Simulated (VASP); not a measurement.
# CdTe (F-43m) in VASP: notebook

CdTe is run at these levels: LDA, revPBE+D3(BJ); tasks: relaxation of cell and atoms.

All numbers are computed with VASP 6.6.1; they aren't measurements. Logs are shortened: lines on timing, memory, paths and dates and some standing lists are left out, and cuts for length are marked.

**1. The cell of the first run**

It takes space group F-43m (No. 216, cubic). The conventional cell has a = 6.410 Å, b = 6.410 Å, c = 6.410 Å, α = 90.00°, β = 90.00°, γ = 90.00°. Cd (site symmetry -43m) has 4 Te at 2.78 Å within 3.7 Å. Te (site symmetry -43m) has 4 Cd at 2.78 Å within 3.7 Å.

**2. Relaxation of cell and atoms, LDA**

Contents of INCAR:

```
  PREC = Accurate
  ENCUT = 500
  EDIFF = 1E-7
  ISMEAR = 0
  SIGMA = 0.01
  LREAL = False
  LASPH = True
  NELM = 120
  ALGO = Normal
  ISIF = 3
  LWAVE = False
  LCHARG = False
  IBRION = 2
  NSW = 80
  EDIFFG = -0.03
  GGA_COMPAT = False
  NELMIN = 4
```

Contents of KPOINTS:

```
regular mesh
0
Gamma
  5 5 5
```

Contents of POSCAR:

```
CdTe
1.0
    4.5325540000      0.0000000000      0.0000000000
    2.2662770000      3.9253069080      0.0000000000
    2.2662770000      1.3084356360      3.7008148439
Cd Te
1 1
Direct
    0.0000000000      0.0000000000      0.0000000000
    0.2500000000      0.2500000000      0.2500000000
```

Potentials or basis: VASP PAW LDA potentials, release 64 (Cd, Te).

On the command line:

```
cat potpaw_LDA.64/Cd/POTCAR potpaw_LDA.64/Te/POTCAR > POTCAR
mpirun -np 1 vasp_std > vasp.out
```

OUTCAR:

```text
PREC = Accurate
   ENCUT = 500
   EDIFF = 1E-7
   ISMEAR = 0
   LREAL = False
   LASPH = True
   NELM = 120
   ISIF = 3
   IBRION = 2
   NSW = 80
   EDIFFG = -0.03
   NELMIN = 4

 ion  position               nearest neighbor table
   1  0.000  0.000  0.000-   2 2.78   2 2.78   2 2.78   2 2.78
   2  0.250  0.250  0.250-   1 2.78   1 2.78   1 2.78   1 2.78

  LATTYP: Found a face centered cubic cell.
 ALAT       =     6.4099993390

  Lattice vectors:

 A1 = (   4.5325540000,   0.0000000000,   0.0000000000)
 A2 = (   2.2662770000,   3.9253069080,   0.0000000000)
 A3 = (   2.2662770000,   1.3084356360,   3.7008148439)

Analysis of symmetry for initial positions (statically):
=====================================================================
 Subroutine PRICEL returns:
 Original cell was already a primitive cell.

 Routine SETGRP: Setting up the symmetry group for a
 face centered cubic supercell.

 Subroutine GETGRP returns: Found 24 space group operations
 (whereof 24 operations were pure point group operations)
 out of a pool of 48 trial point group operations.

The static configuration has the point symmetry T_d .

Analysis of symmetry for dynamics (positions and initial velocities):
=====================================================================
 Subroutine PRICEL returns:
 Original cell was already a primitive cell.

 Routine SETGRP: Setting up the symmetry group for a
 face centered cubic supercell.

 Subroutine GETGRP returns: Found 24 space group operations
 (whereof 24 operations were pure point group operations)
 out of a pool of 48 trial point group operations.

The dynamic configuration has the point symmetry T_d .

 Subroutine INISYM returns: Found 24 space group operations
 (whereof 24 operations are pure point group operations),
 and found     1 'primitive' translations

----------------------------------------------------------------------------------------

                                     Primitive cell

  volume of cell :      65.8437

  direct lattice vectors                    reciprocal lattice vectors
     4.532554000  0.000000000  0.000000000     0.220626164 -0.127378575 -0.090070254
     2.266277000  3.925306908  0.000000000     0.000000000  0.254757150 -0.090070254
     2.266277000  1.308435636  3.700814844     0.000000000  0.000000000  0.270210762

  length of vectors
     4.532554000  4.532554000  4.532554000     0.270210762  0.270210762  0.270210762

  position of ions in fractional coordinates (direct lattice)
     0.000000000  0.000000000  0.000000000
     0.250000000  0.250000000  0.250000000

  ion indices of the primitive-cell ions
   primitive index   ion index
                 1           1
                 2           2

----------------------------------------------------------------------------------------

 KPOINTS: regular mesh

Automatic generation of k-mesh.
 Grid dimensions read from file:
 generate k-points for:    5    5    5

 Generating k-lattice:

  Cartesian coordinates                     Fractional coordinates (reciprocal lattice)
     0.044125233 -0.025475715 -0.018014051     0.200000000  0.000000000  0.000000000
     0.000000000  0.050951430 -0.018014051     0.000000000  0.200000000 -0.000000000
     0.000000000  0.000000000  0.054042152     0.000000000  0.000000000  0.200000000

  Length of vectors
     0.054042152  0.054042152  0.054042152

  Shift w.r.t. Gamma in fractional coordinates (k-lattice)
     0.000000000  0.000000000  0.000000000

 Subroutine IBZKPT returns following result:
 ===========================================

 Found     10 irreducible k-points:

 Following reciprocal coordinates:
            Coordinates               Weight
  0.000000  0.000000  0.000000      1.000000
  0.200000 -0.000000  0.000000      8.000000
  0.400000  0.000000  0.000000      8.000000
  0.200000  0.200000  0.000000      6.000000
  0.400000  0.200000  0.000000     24.000000
 -0.400000  0.200000 -0.000000     24.000000
 -0.200000  0.200000  0.000000     12.000000
  0.400000  0.400000  0.000000      6.000000
 -0.400000  0.400000 -0.000000     12.000000
 -0.400000  0.400000  0.200000     24.000000
   k-points           NKPTS =     10   k-points in BZ     NKDIM =     10   number of bands    NBANDS=     13
   number of dos      NEDOS =    301   number of ions     NIONS =      2
   total plane-waves  NPLWV =  46656
   dimension x,y,z NGX =    36 NGY =   36 NGZ =   36
   dimension x,y,z NGXF=    72 NGYF=   72 NGZF=   72
   ions per type =               1   1
   NGX,Y,Z   is equivalent  to a cutoff of  13.20, 13.20, 13.20 a.u.
   NGXF,Y,Z  is equivalent  to a cutoff of  26.41, 26.41, 26.41 a.u.
 SYSTEM =  unknown system
   PREC   = accura    normal or accurate (medium, high low for compatibility)
   ISTART =      0    job   : 0-new  1-cont  2-samecut
   ICHARG =      2    charge: 1-file 2-atom 10-const
   ISPIN  =      1    spin polarized calculation?
   LNONCOLLINEAR =      F non collinear calculations
   LSORBIT =      F    spin-orbit coupling
   LASPH  =      T    aspherical Exc in radial PAW
   ENCUT  =  500.0 eV  36.75 Ry    6.06 a.u.   8.26  8.26  8.26*2*pi/ulx,y,z
   NELM   =    120;   NELMIN=  4; NELMDL= -5     # of ELM steps
   EDIFF  = 0.1E-06   stopping-criterion for ELM
   LREAL  =      F    real-space projection
   EDIFFG = -.3E-01   stopping-criterion for IOM
   NSW    =     80    number of steps for IOM
   IBRION =      2    ionic relax: 0-MD 1-quasi-New 2-CG
   NFREE  =      1    steps in history (QN), initial steepest desc. (CG)
   ISIF   =      3    stress and relaxation
   ISYM   =      2    0-nonsym 1-usesym 2-fastsym
   POTIM  = 0.5000    time-step for ionic-motion
   TEBEG  =    0.0;   TEEND  =   0.0 temperature during run
   PSTRESS=    0.0 pullay stress
   NELECT =      18.0000    total number of electrons
   NUPDOWN=      -1.0000    fix difference up-down
   EMIN   =  10.00;   EMAX   =-10.00  energy-range for DOS
   EFERMI =   0.00;   METHOD = LEGACY
   ISMEAR =     0;   SIGMA  =   0.01  broadening in eV -4-tet -1-fermi 0-gaus
   EFERMI_NEDOS =   21; number of points for ismear=-14 and -15
   IALGO  =     38    algorithm
   IMIX   =      4    mixing-type and parameters
     AMIX     =   0.40;   BMIX     =  1.00
     AMIX_MAG =   1.60;   BMIX_MAG =  1.00
  volume/ion in A,a.u.               =      32.92       222.17
  Fermi-wavevector in a.u.,A,eV,Ry     =   1.062497  2.007828 15.359613  1.128900
  Thomas-Fermi vector in A             =   2.197950
   LORBIT       =      0    0 simple, 1 ext, 2 COOP (PROOUT), +10 PAW based schemes
   GGA     = CA    functional components
   LHFCALC =     F    Hartree Fock is set to
   AEXX    =    0.0000 exact exchange contribution
   IVDW    =     0    specifies the selected vdW correction
   LEPSILON=     F    determine dielectric tensor
   LRPA    =     F    only Hartree local field effects (RPA)
 conjugate gradient relaxation of ions
 non-spin polarized calculation
 Gauss-broadening in eV      SIGMA  =   0.01
  energy-cutoff  :      500.00
  volume of cell :       65.84
 maximum number of plane-waves:      1687
 NGX is ok and might be reduce to    36
   NGX = 17   NGY = 17   NGZ = 17

--------------------------------------- Ionic step        1  -------------------------------------------

 number of electron      17.9999995 magnetization

 Free energy of the ion-electron system (eV)
  ---------------------------------------------------
  ext. energy  EPLUGINS =         0.00000000
  ---------------------------------------------------
  free energy    TOTEN  =        -6.02937087 eV

  energy without entropy =       -6.02937087  energy(sigma->0) =       -6.02937087

------------------------ aborting loop because EDIFF is reached ----------------------------------------

  FORCE on cell =-STRESS in cart. coord.  units (eV):
  Direction    XX          YY          ZZ          XY          YZ          ZX
  --------------------------------------------------------------------------------------
  -------------------------------------------------------------------------------------
  Total        0.1257536      0.1257536      0.1257536      0.0000000      0.0000000      0.0000000
  in kB        3.0599701      3.0599701      3.0599701      0.0000000      0.0000000      0.0000000
  external PRESSURE =       3.0599701 kB  Pullay stress =       0.0000000 kB

 VOLUME and BASIS-vectors are now :
 -----------------------------------------------------------------------------
  energy-cutoff  :      500.00
  volume of cell :       65.84
      direct lattice vectors                 reciprocal lattice vectors
     4.532554000  0.000000000  0.000000000     0.220626164 -0.127378575 -0.090070254
     2.266277000  3.925306908  0.000000000     0.000000000  0.254757150 -0.090070254
     2.266277000  1.308435636  3.700814844     0.000000000  0.000000000  0.270210762

 POSITION                                       TOTAL-FORCE (eV/Angst)
 -----------------------------------------------------------------------------------
      0.00000      0.00000      0.00000         0.000000     -0.000000     -0.000000
      2.26628      1.30844      0.92520        -0.000000      0.000000      0.000000
 -----------------------------------------------------------------------------------
    total drift:                                0.000000      0.000000      0.000000

  FREE ENERGIE OF THE ION-ELECTRON SYSTEM (eV)
  ---------------------------------------------------
  free  energy   TOTEN  =        -6.0293708664 eV

  energy  without entropy=       -6.0293708664  energy(sigma->0) =       -6.02937087

--------------------------------------- Ionic step        2  -------------------------------------------

 number of electron      17.9999994 magnetization

 Free energy of the ion-electron system (eV)
  ---------------------------------------------------
  ext. energy  EPLUGINS =         0.00000000
  ---------------------------------------------------
  free energy    TOTEN  =        -6.02974534 eV

  energy without entropy =       -6.02974534  energy(sigma->0) =       -6.02974534

 E-fermi :   2.4586     XC(G=0):  -9.0476

 val. band max:        2.3898699657   @ k =   0.0000   0.0000   0.0000
 cond. band min:       3.0081039047   @ k =   0.0000   0.0000   0.0000
 fundamental gap:      0.6182339389
 Fermi energy:         2.4585857149

 k-point     1 :       0.0000    0.0000    0.0000
  band No.  band energies     occupation
      1      -8.9893      2.00000
      2      -6.0003      2.00000
      3      -6.0003      2.00000
      4      -6.0003      2.00000
      5      -5.7191      2.00000
      6      -5.7191      2.00000
      7       2.3899      2.00000
      8       2.3899      2.00000
      9       2.3899      2.00000
     10       3.0081      0.00000
     11       6.8658      0.00000
     12       6.8658      0.00000
     13       6.8658      0.00000

 k-point     2 :       0.2000   -0.0000    0.0000
  band No.  band energies     occupation
      1      -8.8411      2.00000
      2      -5.9729      2.00000
      3      -5.9729      2.00000
      4      -5.8762      2.00000
      5      -5.7206      2.00000
      6      -5.7206      2.00000
      7       0.1313      2.00000
      8       2.0606      2.00000
      9       2.0606      2.00000
     10       4.2260      0.00000
     11       7.1978      0.00000
     12       7.3171      0.00000
     13       7.3171      0.00000
[... 97 lines left out ...]
 k-point     9 :      -0.4000    0.4000   -0.0000
  band No.  band energies     occupation
      1      -8.4371      2.00000
      2      -5.8706      2.00000
      3      -5.8404      2.00000
      4      -5.7848      2.00000
      5      -5.6993      2.00000
      6      -5.1599      2.00000
      7      -2.0437      2.00000
      8      -0.1867      2.00000
      9       0.6334      2.00000
     10       5.0297      0.00000
     11       6.2718      0.00000
     12       9.8666      0.00000
     13      10.2053      0.00000

 k-point    10 :      -0.4000    0.4000    0.2000
  band No.  band energies     occupation
      1      -8.4653      2.00000
      2      -5.8796      2.00000
      3      -5.8721      2.00000
      4      -5.7598      2.00000
      5      -5.7113      2.00000
      6      -5.2153      2.00000
      7      -1.8818      2.00000
      8      -0.1108      2.00000
      9       0.5496      2.00000
     10       6.2425      0.00000
     11       6.6071      0.00000
     12       7.6068      0.00000
     13       9.9079      0.00000

------------------------ aborting loop because EDIFF is reached ----------------------------------------

  FORCE on cell =-STRESS in cart. coord.  units (eV):
  Direction    XX          YY          ZZ          XY          YZ          ZX
  --------------------------------------------------------------------------------------
  -------------------------------------------------------------------------------------
  Total       -0.0447443     -0.0447443     -0.0447443     -0.0000000     -0.0000000      0.0000000
  in kB       -1.0789163     -1.0789163     -1.0789163     -0.0000000     -0.0000000      0.0000000
  external PRESSURE =      -1.0789163 kB  Pullay stress =       0.0000000 kB

 VOLUME and BASIS-vectors are now :
 -----------------------------------------------------------------------------
  energy-cutoff  :      500.00
  volume of cell :       66.44
      direct lattice vectors                 reciprocal lattice vectors
     4.546302799  0.000000000  0.000000000     0.219958952 -0.126993360 -0.089797866
     2.273151399  3.937213717 -0.000000000    -0.000000000  0.253986721 -0.089797866
     2.273151399  1.312404572  3.712040691    -0.000000000  0.000000000  0.269393599

 POSITION                                       TOTAL-FORCE (eV/Angst)
 -----------------------------------------------------------------------------------
      4.54630      5.24962      3.71204        -0.000000      0.000000      0.000000
      2.27315      1.31240      0.92801         0.000000     -0.000000     -0.000000
 -----------------------------------------------------------------------------------
    total drift:                                0.000000      0.000000      0.000000

  FREE ENERGIE OF THE ION-ELECTRON SYSTEM (eV)
  ---------------------------------------------------
  free  energy   TOTEN  =        -6.0297453446 eV

  energy  without entropy=       -6.0297453446  energy(sigma->0) =       -6.02974534

 reached required accuracy - stopping structural energy minimisation
```

Run time: 15 s. Hardware: 1 thread of Intel Xeon 6975P-C, shared host; peak memory 0.18 GiB.

What came out:

| Item | Value |
| --- | --- |
| Free energy | -6.0297 eV |
| Relaxed volume | 33.22 Å³/atom |
| Relaxed cell | a = 4.546 Å, b = 4.546 Å, c = 4.546 Å, α = 60.00°, β = 60.00°, γ = 60.00° |
| Space group after relaxing (to 0.05 Å) | F-43m (No. 216) |
| Energy gained by relaxing | 0.2 meV/atom |
| Ionic steps | 2 |
| Pressure after relaxing | -0.1 GPa |
| Band gap on the k mesh | 0.62 eV, direct |

The path:
```csv
step,energy change (eV),largest force (eV/Å),pressure (GPa),volume (Å³)
1,0.0000,0.0000,0.31,65.84
2,-0.0004,0.0000,-0.11,66.44
```

Final structure:
```
CELL_PARAMETERS angstrom
4.54630 0.00000 0.00000
2.27315 3.93721 0.00000
2.27315 1.31240 3.71204
ATOMIC_POSITIONS crystal
Cd 0.00000 0.00000 0.00000
Te 0.25000 0.25000 0.25000
```

Levels at points of the mesh, in eV from the valence-band top:
```tsv
k point	band 6	band 7	band 8	band 9	band 10	band 11	band 12	band 13
(0.00, 0.00, 0.00)	-8.11	0.00	0.00	0.00	0.62	4.48	4.48	4.48
```

Caveat: spin-orbit coupling is left out, which moves the levels of the heavy elements.

**3. Relaxation of cell and atoms, revPBE+D3(BJ)**

Contents of INCAR:

```
SYSTEM = CdTe
  ALGO = Normal
  EDIFF = 1E-7
  EDIFFG = -0.03
  ENCUT = 500
  GGA = RE
  GGA_COMPAT = .False.
  IBRION = 2
  ISIF = 3
  ISMEAR = 0
  IVDW = 12
  LASPH = .True.
  LCHARG = .False.
  LREAL = .False.
  LWAVE = .False.
  NELM = 120
  NELMIN = 4
  NSW = 80
  PREC = Accurate
  SIGMA = 0.01
```

Contents of KPOINTS:

```
k-points
0
Gamma
  5 5 5
  0 0 0
```

POSCAR is that of step 2.

Potentials or basis: VASP PAW PBE potentials, release 64 (Cd, Te).

On the command line:

```
cat potpaw_PBE.64/Cd/POTCAR potpaw_PBE.64/Te/POTCAR > POTCAR
mpirun -np 1 vasp_std > vasp.out
```

It took 37 s on 1 thread of Intel Xeon 6975P-C, shared host; peak memory 0.22 GiB.

Results (log left out):

```yaml
Free_energy: -5.4633 eV
Relaxed_volume: 34.27 Å³/atom
Relaxed_cell: a = 4.594 Å, b = 4.594 Å, c = 4.594 Å, α = 60.00°, β = 60.00°, γ = 60.00°
Space_group_after_relaxing_to_0.05_Å: F-43m (No. 216)
Energy_gained_by_relaxing: 7.4 meV/atom
Ionic_steps: 3
Pressure_after_relaxing: 0.0 GPa
Band_gap_on_the_k_mesh: 0.86 eV, direct
Dispersion_energy_per_atom: -0.642 eV
```

The path:
| step | energy change (eV) | largest force (eV/Å) | pressure (GPa) | volume (Å³) |
| --- | --- | --- | --- | --- |
| 1 | 0.0000 | 0.0000 | 1.82 | 65.84 |
| 2 | -0.0132 | 0.0000 | -0.53 | 69.47 |
| 3 | -0.0148 | 0.0000 | 0.01 | 68.55 |

Final structure:
```cif
data_structure
_symmetry_space_group_name_H-M 'P 1'
_symmetry_Int_Tables_number 1
_cell_length_a 4.5937
_cell_length_b 4.5937
_cell_length_c 4.5937
_cell_angle_alpha 60.000
_cell_angle_beta 60.000
_cell_angle_gamma 60.000
_cell_volume 68.55
loop_
_atom_site_label
_atom_site_type_symbol
_atom_site_fract_x
_atom_site_fract_y
_atom_site_fract_z
_atom_site_occupancy
Cd1 Cd 0.00000 0.00000 0.00000 1
Te1 Te 0.25000 0.25000 0.25000 1
```

Levels at points of the mesh, in eV from the valence-band top:
```csv
k point,band 6,band 7,band 8,band 9,band 10,band 11,band 12,band 13
"(0.00, 0.00, 0.00)",-8.02,0.00,0.00,0.00,0.86,4.65,4.65,4.65
```

Caveat: the PAW data sets were made with another functional, which shifts forces and pressure a little; spin-orbit coupling is left out, which moves the levels of the heavy elements. Expect the measured gap to be larger: semilocal functionals such as revPBE lack the derivative discontinuity.
